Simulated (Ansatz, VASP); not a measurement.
**Two plane-wave programs on K**

INCAR

```
SYSTEM = K
ALGO = Normal ; EDIFF = 1E-6
ENCUT = 520 ; GGA = PS
ISIF = 2 ; ISMEAR = -1
LASPH = .TRUE. ; LCHARG = .FALSE.
LREAL = .FALSE. ; LWAVE = .FALSE.
NBANDS = 16 ; NELM = 100
PREC = Accurate ; SIGMA = 0.1
```

KPOINTS

```
k-points
0
G
  9 9 5
  0 0 0
```

POSCAR

```
K
1.0
    4.7623960200      0.0000000000      0.0000000000
   -2.3811980100      4.1243559400      0.0000000000
    0.0000000000      0.0000000000      7.8299713200
K
2
Direct
    0.3333333333      0.6666666667      0.2500000000
    0.6666666667      0.3333333333      0.7500000000
```

Input for Ansatz:

```yaml
crystal:
  lattice:
    - [4.76239602, 0.0, 0.0]
    - [-2.38119801, 4.12435594, 0.0]
    - [0.0, 0.0, 7.82997132]
  atoms:
    - { symbol: K, position: [0.3333333333333333, 0.6666666666666666, 0.25] }
    - { symbol: K, position: [0.6666666666666666, 0.3333333333333333, 0.75] }
basis:
  ecutwfc: 520.0
kpoints:
  mp_grid:
    grid: [9, 9, 5]
hamiltonian:
  xc: pbesol
scf:
  occupations:
    method: fermi_dirac
    width: 0.1
output:
  stress: true
```

Alike in both runs: task single point; functional PBEsol; k mesh 9 × 9 × 5; occupations fermi-dirac, width 0.1 eV; no spin polarisation.

|  | VASP | Ansatz |
| --- | --- | --- |
| version | VASP 6.6.1 | Ansatz 0.2.0 |
| potentials or method | VASP PAW PBE potentials, release 64 (K_sv), cutoff 520 eV | plane waves, PAW |
| valence electrons in the cell | 18 | 18 |

Ansatz gave:

* pressure (GPa): -0.2

Problem. Estimate VASP's values.

Solution. Pressure (GPa): -0.3.

VASP's potentials were made for PBE, not for PBEsol.
